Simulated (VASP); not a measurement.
A run of VASP 6.6.1 is set up as follows.

File INCAR:

```
PREC = Accurate
ENCUT = 520
EDIFF = 1E-6
ISMEAR = 0
SIGMA = 0.05
LREAL = F
LASPH = T
NELM = 100
ALGO = Normal
ISIF = 2
LWAVE = F
LCHARG = F
GGA = CA
NBANDS = 40
NELECT = 56.0
```

Contents of KPOINTS:

```
Automatic mesh
0
Gamma
  6 6 6
```

POSCAR

```
Mg4HO8
1.0
   -3.1159510607     -1.7989951837      3.4255732540
    3.1159510607     -1.7989951837      3.4255732540
    0.0000000000      3.5979903674      3.4255732540
Mg O H
4 8 1
Direct
    0.0000000000      0.0000000000      0.0000000000
    0.5000000000      0.5000000000      0.0000000000
    0.5000000000      0.0000000000      0.5000000000
    0.0000000000      0.5000000000      0.5000000000
    0.4294242759      0.4294242759      0.4294242759
    0.9294242759      0.9294242759      0.4294242759
    0.9294242759      0.4294242759      0.9294242759
    0.4294242759      0.9294242759      0.9294242759
    0.5705757241      0.5705757241      0.5705757241
    0.0705757241      0.0705757241      0.5705757241
    0.0705757241      0.5705757241      0.0705757241
    0.5705757241      0.0705757241      0.0705757241
    1.0416873991      1.0416873991      0.4166873991
```

Potentials or basis: VASP PAW LDA potentials, release 64 (Mg, O, H).

Launch:

```bash
$ cat potpaw_LDA.64/Mg/POTCAR potpaw_LDA.64/O/POTCAR potpaw_LDA.64/H/POTCAR > POTCAR
$ mpirun -np 1 vasp_std > vasp.out
```

(1) Predict the largest force.

## Answers

(1) 22.650 eV/Å.

Caveat: the cell carries a net charge on a neutralising background, which shifts energy and pressure.
